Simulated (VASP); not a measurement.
Write the native input for VASP 6.6.1 that does the following.

```
Task                   : single point
Functional             : PBE
Potentials or basis    : VASP PAW PBE potentials, release 64 (Ca_sv, Se)
Cutoff                 : 520 eV
k mesh                 : 12 × 12 × 6
Occupations            : gaussian, width 0.1 eV
Spin                   : no spin polarisation
Dipole correction      : no
Further INCAR settings : ALGO = Normal; EDIFF = 1e-06; NBANDS = 20
```

The structure of Ca2Se lies in POSCAR:

```
Ca2Se
1.0
    4.0199794179      0.0000000000      0.0000000000
   -2.0099897089      3.4814042986      0.0000000000
    0.0000000000      0.0000000000      7.1836660437
Ca Se
2 1
Direct
    0.3333333333      0.6666666667      0.7436696495
    0.3333333333      0.6666666667      0.2563303505
    0.0000000000      0.0000000000      0.0000000000
```

The input as run:

INCAR

```
SYSTEM = Ca2Se
  PREC = Accurate
  ENCUT = 520
  EDIFF = 1E-6
  ISMEAR = 0
  SIGMA = 0.1
  LREAL = .False.
  LASPH = .True.
  NELM = 100
  ALGO = Normal
  ISIF = 2
  LWAVE = .False.
  LCHARG = .False.
  GGA = PE
  NBANDS = 20
```

KPOINTS

```
Automatic mesh
0
Gamma
  12 12 6
  0 0 0
```

Potentials or basis: VASP PAW PBE potentials, release 64 (Ca_sv, Se).

Launch:

```sh
$ cat potpaw_PBE.64/Ca_sv/POTCAR potpaw_PBE.64/Se/POTCAR > POTCAR
$ mpirun -np 1 vasp_std > vasp.out
```

It gave:

```
Pressure               : 0.1 GPa
Largest force          : 0.019 eV/Å
Band gap on the k mesh : zero (band 13 reaches 3.28 eV, above the bottom of band 14 at 2.73 eV)
```

It took 74 s on 1 thread of AMD EPYC 9R45 96-Core Processor (Zen 5), with other jobs on the host, peak memory 0.27 GiB.
